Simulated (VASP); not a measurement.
# Li2O in VASP: notebook

Runs on Li2O. Level: PBE. Tasks: single point.

Everything below comes from runs of VASP 6.6.1. Logs are shortened: lines on timing, memory, paths and dates and some standing lists are left out, and cuts for length are marked.

**1. The cell of the first run**

The typed cell holds 3 atoms: a = 3.276 Å, b = 3.276 Å, c = 3.276 Å, α = 119.99°, β = 119.99°, γ = 90.02°.

**2. Single point, PBE**

Input file INCAR:

```
SYSTEM = Li2O
PREC = Accurate
ENCUT = 750
EDIFF = 1E-6
ISMEAR = 0
SIGMA = 0.15
LREAL = .FALSE.
LASPH = .TRUE.
NELM = 120
ALGO = Normal
ISIF = 2
LWAVE = .FALSE.
LCHARG = .FALSE.
GGA = PE
NBANDS = 13
GGA_COMPAT = .FALSE.
```

Input file KPOINTS:

```
regular mesh
0
G
  5 5 5
  0 0 0
```

Input file POSCAR:

```
Li2O
1.0
   -1.6381753397      1.6381753397      2.3160077427
    1.6381753397     -1.6381753397      2.3160077427
    1.6381753397      1.6381753397     -2.3160077427
Li O
2 1
Direct
    0.8520074292      0.3520074292      0.5000000000
    0.3520074292      0.8520074292      0.5000000000
    0.1016850016      0.1016850016      0.0000000000
```

Potentials or basis: VASP PAW PBE potentials, release 64 (Li_sv, O).

Started as:

```bash
cat potpaw_PBE.64/Li_sv/POTCAR potpaw_PBE.64/O/POTCAR > POTCAR
mpirun -np 1 vasp_std > vasp.out
```

OUTCAR:

```text
SYSTEM = Li2O
   PREC = Accurate
   ENCUT = 750
   EDIFF = 1E-6
   ISMEAR = 0
   LREAL = .FALSE.
   LASPH = .TRUE.
   NELM = 120
   ISIF = 2
   GGA = PE

 ion  position               nearest neighbor table
   1  0.852  0.352  0.500-   3 2.01   3 2.01   3 2.01   3 2.01   2 2.32   2 2.32   2 2.32   2 2.32
                             2 2.32   2 2.32
   2  0.352  0.852  0.500-   3 2.01   3 2.01   3 2.01   3 2.01   1 2.32   1 2.32   1 2.32   1 2.32
                             1 2.32   1 2.32
   3  0.102  0.102  0.000-   1 2.01   2 2.01   1 2.01   2 2.01   1 2.01   2 2.01   1 2.01   2 2.01

  LATTYP: Found a body centered tetragonal cell.
 ALAT       =     3.2763506794
 C/A-ratio  =     1.4137728035

  Lattice vectors:

 A1 = (  -1.6381753397,   1.6381753397,   2.3160077427)
 A2 = (   1.6381753397,  -1.6381753397,   2.3160077427)
 A3 = (   1.6381753397,   1.6381753397,  -2.3160077427)

Analysis of symmetry for initial positions (statically):
=====================================================================
 Subroutine PRICEL returns:
 Original cell was already a primitive cell.

 Routine SETGRP: Setting up the symmetry group for a
 body centered tetragonal supercell.

 Subroutine GETGRP returns: Found  8 space group operations
 (whereof  8 operations were pure point group operations)
 out of a pool of 16 trial point group operations.

The static configuration has the point symmetry C_4v.

Analysis of symmetry for dynamics (positions and initial velocities):
=====================================================================
 Subroutine PRICEL returns:
 Original cell was already a primitive cell.

 Routine SETGRP: Setting up the symmetry group for a
 body centered tetragonal supercell.

 Subroutine GETGRP returns: Found  8 space group operations
 (whereof  8 operations were pure point group operations)
 out of a pool of 16 trial point group operations.

The dynamic configuration has the point symmetry C_4v.

 Subroutine INISYM returns: Found  8 space group operations
 (whereof  8 operations are pure point group operations),
 and found     1 'primitive' translations

----------------------------------------------------------------------------------------

                                     Primitive cell

  volume of cell :      24.8611

  direct lattice vectors                    reciprocal lattice vectors
    -1.638175340  1.638175340  2.316007743     0.000000000  0.305217633  0.215888743
     1.638175340 -1.638175340  2.316007743     0.305217633  0.000000000  0.215888743
     1.638175340  1.638175340 -2.316007743     0.305217633  0.305217633  0.000000000
[... 93 lines left out ...]
   EFERMI =   0.00;   METHOD = LEGACY
   ISMEAR =     0;   SIGMA  =   0.15  broadening in eV -4-tet -1-fermi 0-gaus
   EFERMI_NEDOS =   21; number of points for ismear=-14 and -15
   IALGO  =     38    algorithm
   IMIX   =      4    mixing-type and parameters
     AMIX     =   0.40;   BMIX     =  1.00
     AMIX_MAG =   1.60;   BMIX_MAG =  1.00
  volume/ion in A,a.u.               =       8.29        55.92
  Fermi-wavevector in a.u.,A,eV,Ry     =   1.284187  2.426762 22.437867  1.649137
  Thomas-Fermi vector in A             =   2.416396
   LORBIT       =      0    0 simple, 1 ext, 2 COOP (PROOUT), +10 PAW based schemes
   GGA     = PE    functional components
   LHFCALC =     F    Hartree Fock is set to
   AEXX    =    0.0000 exact exchange contribution
   IVDW    =     0    specifies the selected vdW correction
   LEPSILON=     F    determine dielectric tensor
   LRPA    =     F    only Hartree local field effects (RPA)
 non-spin polarized calculation
 Gauss-broadening in eV      SIGMA  =   0.15
  energy-cutoff  :      750.00
  volume of cell :       24.86
 maximum number of plane-waves:      1195
 NGX is ok and might be reduce to    30
   NGX = 15   NGY = 15   NGZ = 15

 number of electron      11.9999999 magnetization

 Free energy of the ion-electron system (eV)
  ---------------------------------------------------
  ext. energy  EPLUGINS =         0.00000000
  ---------------------------------------------------
  free energy    TOTEN  =       -14.35587060 eV

  energy without entropy =      -14.35587060  energy(sigma->0) =      -14.35587060

 E-fermi :   2.0402     XC(G=0):  -9.7156

 val. band max:        1.2890425194   @ k =   0.0000   0.0000   0.0000
 cond. band min:       6.4911410611   @ k =   0.0000   0.0000   0.0000
 fundamental gap:      5.2020985417
 Fermi energy:         2.0402307685

 k-point     1 :       0.0000    0.0000    0.0000
  band No.  band energies     occupation
      1     -41.7121      2.00000
      2     -41.3917      2.00000
      3     -14.1458      2.00000
      4       1.2879      2.00000
      5       1.2879      2.00000
      6       1.2890      2.00000
      7       6.4911      0.00000
      8      13.1733      0.00000
      9      13.1763      0.00000
     10      13.1763      0.00000
     11      20.1937      0.00000
     12      20.1937      0.00000
     13      20.2042      0.00000
[... 258 lines left out ...]
  band No.  band energies     occupation
      1     -41.5986      2.00000
      2     -41.4739      2.00000
      3     -13.8988      2.00000
      4      -0.2325      2.00000
      5       0.0361      2.00000
      6       0.0361      2.00000
      7       6.5541      0.00000
      8      14.5284      0.00000
      9      14.5284      0.00000
     10      15.5182      0.00000
     11      16.4482      0.00000
     12      21.5577      0.00000
     13      24.7893      0.00000

------------------------ aborting loop because EDIFF is reached ----------------------------------------

  FORCE on cell =-STRESS in cart. coord.  units (eV):
  Direction    XX          YY          ZZ          XY          YZ          ZX
  --------------------------------------------------------------------------------------
  -------------------------------------------------------------------------------------
  Total       -0.1093240     -0.1093240     -0.1009580      0.0000000     -0.0000000      0.0000000
  in kB       -7.0453969     -7.0453969     -6.5062498      0.0000000     -0.0000000      0.0000000
  external PRESSURE =      -6.8656812 kB  Pullay stress =       0.0000000 kB

 VOLUME and BASIS-vectors are now :
 -----------------------------------------------------------------------------
  energy-cutoff  :      750.00
  volume of cell :       24.86
      direct lattice vectors                 reciprocal lattice vectors
    -1.638175340  1.638175340  2.316007743     0.000000000  0.305217633  0.215888743
     1.638175340 -1.638175340  2.316007743     0.305217633  0.000000000  0.215888743
     1.638175340  1.638175340 -2.316007743     0.305217633  0.305217633  0.000000000

 POSITION                                       TOTAL-FORCE (eV/Angst)
 -----------------------------------------------------------------------------------
      0.00000      1.63818      1.63050        -0.000000     -0.000000     -0.003674
      1.63818      0.00000      1.63050        -0.000000     -0.000000     -0.003674
      0.00000      0.00000      0.47101         0.000000      0.000000      0.007348
 -----------------------------------------------------------------------------------
    total drift:                               -0.000002     -0.000002     -0.000025

  FREE ENERGIE OF THE ION-ELECTRON SYSTEM (eV)
  ---------------------------------------------------
  free  energy   TOTEN  =       -14.3558706020 eV

  energy  without entropy=      -14.3558706020  energy(sigma->0) =      -14.35587060
```

OSZICAR:

```text
N       E                     dE             d eps       ncg     rms          rms(c)
DAV:   1     0.572303038642E+02    0.57230E+02   -0.72525E+03   468   0.129E+03
DAV:   2    -0.101288626564E+02   -0.67359E+02   -0.64992E+02   576   0.265E+02
DAV:   3    -0.160947339079E+02   -0.59659E+01   -0.59150E+01   887   0.586E+01
DAV:   4    -0.161289606182E+02   -0.34227E-01   -0.34224E-01   521   0.612E+00
DAV:   5    -0.161291929124E+02   -0.23229E-03   -0.23229E-03   682   0.411E-01    0.747E+00
DAV:   6    -0.143936365804E+02    0.17356E+01   -0.84552E+00   488   0.153E+01    0.287E+00
DAV:   7    -0.143587332374E+02    0.34903E-01   -0.19613E-01   583   0.305E+00    0.150E+00
DAV:   8    -0.143574770555E+02    0.12562E-02   -0.68885E-02   560   0.258E+00    0.440E-01
DAV:   9    -0.143554609339E+02    0.20161E-02   -0.59090E-03   576   0.647E-01    0.133E-01
DAV:  10    -0.143558967029E+02   -0.43577E-03   -0.91523E-04   518   0.229E-01    0.561E-02
DAV:  11    -0.143558696235E+02    0.27079E-04   -0.47019E-05   606   0.738E-02    0.135E-02
DAV:  12    -0.143558707890E+02   -0.11656E-05   -0.65782E-06   590   0.250E-02    0.648E-03
DAV:  13    -0.143558706020E+02    0.18701E-06   -0.24692E-06   573   0.136E-02
   1 F= -.14355871E+02 E0= -.14355871E+02  d E =-.248207E-13
```

stdout:

```text
POSCAR found type information on POSCAR LiO
 POSCAR found :  2 types and       3 ions
 scaLAPACK will be used
 LDA part: xc-table for (Slater+PW92), standard interpolation
 POSCAR, INCAR and KPOINTS ok, starting setup
 FFT: planning ... GRIDC
 FFT: planning ... GRID_SOFT
 FFT: planning ... GRID
 WAVECAR not read
 entering main loop
```

Run time: 19 s. Hardware: 1 thread of Intel Xeon 8259CL, shared host; peak memory 0.16 GiB.

Results:

| Item | Value |
| --- | --- |
| Free energy | -14.3559 eV |
| Pressure | -0.7 GPa |
| Largest force | 0.007 eV/Å |
| Band gap on the k mesh | 5.20 eV, direct |

Forces on the atoms (eV/Å):
```
Li   0.000  0.000 -0.004
Li   0.000  0.000 -0.004
O    0.000  0.000  0.007
```

Caveat: the k points lie up to 0.54 Å⁻¹ apart. A k mesh can miss the band edges.

**3. Single point, PBE (volume scaled by 0.94)**

Input file INCAR:

```
PREC = Accurate
ENCUT = 750
EDIFF = 1E-6
ISMEAR = 0
SIGMA = 0.02
LREAL = F
LASPH = T
NELM = 120
ALGO = Normal
ISIF = 2
LWAVE = F
LCHARG = F
GGA = PE
NBANDS = 13
GGA_COMPAT = F
```

Input file KPOINTS:

```
regular mesh
0
Gamma
  8 8 8
```

Input file POSCAR:

```
Li2O
1.0
    0.0000000000      2.2657929212      2.2657929212
    2.2657929212      0.0000000000      2.2657929212
    2.2657929212      2.2657929212      0.0000000000
Li O
2 1
Direct
    0.7500000000      0.7500000000      0.7500000000
    0.2500000000      0.2500000000      0.2500000000
    0.0000000000      0.0000000000      0.0000000000
```

Potentials or basis: VASP PAW PBE potentials, release 64 (Li_sv, O).

Started as:

```bash
cat potpaw_PBE.64/Li_sv/POTCAR potpaw_PBE.64/O/POTCAR > POTCAR
mpirun -np 1 vasp_std > vasp.out
```

Wall time 30 s (1 thread of Intel Xeon 8259CL, shared host); peak memory 0.16 GiB.

The run converged. Its results:

```yaml
Free_energy: -14.3305 eV
Pressure: 5.3 GPa
Band_gap_on_the_k_mesh: 5.09 eV, indirect (least direct gap 5.70 eV)
```

Levels at points of the mesh, in eV from the valence-band top:
```tsv
k point	band 4	band 5	band 6	band 7	band 8	band 9
(0.00, 0.00, 0.00)	0.00	0.00	0.00	5.70	12.27	12.27
(0.50, 0.00, 0.00)	-2.91	-0.48	-0.48	9.60	10.40	12.39
(0.50, 0.50, 0.00)	-1.65	-1.48	-1.48	5.09	14.09	14.09
```

**4. Single point, PBE (volume scaled by 0.91)**

INCAR: that of step 3 with these lines changed.

```diff
@@ -11,4 +11,6 @@
 LWAVE = F
-LCHARG = F
+LCHARG = T
 GGA = PE
+LELF = T
+LVHAR = T
 NBANDS = 13
```

Input file KPOINTS:

```
Automatic mesh
0
Gamma
  8 8 8
```

Input file POSCAR:

```
Li2O
1.0
    0.0000000000      2.2414276680      2.2414276680
    2.2414276680      0.0000000000      2.2414276680
    2.2414276680      2.2414276680      0.0000000000
Li O
2 1
Direct
    0.7500000000      0.7500000000      0.7500000000
    0.2500000000      0.2500000000      0.2500000000
    0.0000000000      0.0000000000      0.0000000000
```

Potentials or basis: VASP PAW PBE potentials, release 64 (Li_sv, O).

Started as:

```bash
cat potpaw_PBE.64/Li_sv/POTCAR potpaw_PBE.64/O/POTCAR > POTCAR
mpirun -np 1 vasp_std > vasp.out
```

OUTCAR:

```text
PREC = Accurate
   ENCUT = 750
   EDIFF = 1E-6
   ISMEAR = 0
   LREAL = F
   LASPH = T
   NELM = 120
   ISIF = 2
   GGA = PE

 ion  position               nearest neighbor table
   1  0.750  0.750  0.750-   3 1.94   3 1.94   3 1.94   3 1.94   2 2.24   2 2.24   2 2.24   2 2.24
                             2 2.24   2 2.24
   2  0.250  0.250  0.250-   3 1.94   3 1.94   3 1.94   3 1.94   1 2.24   1 2.24   1 2.24   1 2.24
                             1 2.24   1 2.24
   3  0.000  0.000  0.000-   1 1.94   1 1.94   1 1.94   1 1.94   2 1.94   2 1.94   2 1.94   2 1.94

[... 580 lines left out ...]
  FORCE on cell =-STRESS in cart. coord.  units (eV):
  Direction    XX          YY          ZZ          XY          YZ          ZX
  --------------------------------------------------------------------------------------
  -------------------------------------------------------------------------------------
  Total        1.2399217      1.2399217      1.2399217      0.0000000      0.0000000      0.0000000
  in kB       88.2065156     88.2065156     88.2065156      0.0000000      0.0000000      0.0000000
  external PRESSURE =      88.2065156 kB  Pullay stress =       0.0000000 kB

 VOLUME and BASIS-vectors are now :
 -----------------------------------------------------------------------------
  energy-cutoff  :      750.00
  volume of cell :       22.52
      direct lattice vectors                 reciprocal lattice vectors
     0.000000000  2.241427668  2.241427668    -0.223072110  0.223072110  0.223072110
     2.241427668  0.000000000  2.241427668     0.223072110 -0.223072110  0.223072110
     2.241427668  2.241427668  0.000000000     0.223072110  0.223072110 -0.223072110

 POSITION                                       TOTAL-FORCE (eV/Angst)
 -----------------------------------------------------------------------------------
      3.36214      3.36214      3.36214        -0.000000     -0.000000     -0.000000
      1.12071      1.12071      1.12071         0.000000      0.000000      0.000000
      0.00000      0.00000      0.00000         0.000000     -0.000000      0.000000
 -----------------------------------------------------------------------------------
    total drift:                                0.000000      0.000000      0.000000

  FREE ENERGIE OF THE ION-ELECTRON SYSTEM (eV)
  ---------------------------------------------------
  free  energy   TOTEN  =       -14.2958035704 eV

  energy  without entropy=      -14.2958035704  energy(sigma->0) =      -14.29580357
```

stdout:

```text
POSCAR found type information on POSCAR LiO
 POSCAR found :  2 types and       3 ions
 scaLAPACK will be used
 LDA part: xc-table for (Slater+PW92), standard interpolation
 POSCAR, INCAR and KPOINTS ok, starting setup
 FFT: planning ... GRIDC
 FFT: planning ... GRID_SOFT
 FFT: planning ... GRID
 WAVECAR not read
 entering main loop
```

Run time: 28 s. Hardware: 1 thread of Intel Xeon 8259CL, shared host; peak memory 0.15 GiB.

Results:

```yaml
Free_energy: -14.2958 eV
Pressure: 8.8 GPa
Band_gap_on_the_k_mesh: 5.15 eV, indirect (least direct gap 5.96 eV)
```

Levels at points of the mesh, in eV from the valence-band top:
| k point | band 2 | band 3 | band 4 | band 5 | band 6 | band 7 | band 8 | band 9 | band 10 | band 11 |
| --- | --- | --- | --- | --- | --- | --- | --- | --- | --- | --- |
| (0.00, 0.00, 0.00) | -42.39 | -15.60 | 0.00 | 0.00 | 0.00 | 5.96 | 12.46 | 12.46 | 12.46 | 19.97 |
| (0.50, 0.00, 0.00) | -42.59 | -15.36 | -2.99 | -0.50 | -0.50 | 9.82 | 10.74 | 12.57 | 12.57 | 18.92 |
| (0.50, 0.50, 0.00) | -42.51 | -15.32 | -1.67 | -1.54 | -1.54 | 5.15 | 14.41 | 14.41 | 15.94 | 16.81 |

 A k mesh can miss the band edges.

**5. The runs side by side**

| cell | k mesh | smearing | gap on the mesh (eV) | pressure (GPa) |
| --- | --- | --- | --- | --- |
| a = 3.276 Å, angles 120.0, 120.0, 90.0°, 3 atoms | 5 × 5 × 5 | gaussian 0.15 eV | 5.20 | -0.7 |
| a = 3.204 Å, angles 60.0°, 3 atoms | 8 × 8 × 8 | gaussian 0.02 eV | 5.09 | 5.3 |
| a = 3.170 Å, angles 60.0°, 3 atoms | 8 × 8 × 8 | gaussian 0.02 eV | 5.15 | 8.8 |

Alike in all rows: task single point; level PBE; potentials or basis VASP PAW PBE potentials, release 64 (Li_sv, O); no spin polarisation; cutoff (eV) 750.

Caveats: some runs use coarse meshes.

Absolute energies hang on the potentials; compare differences alone.
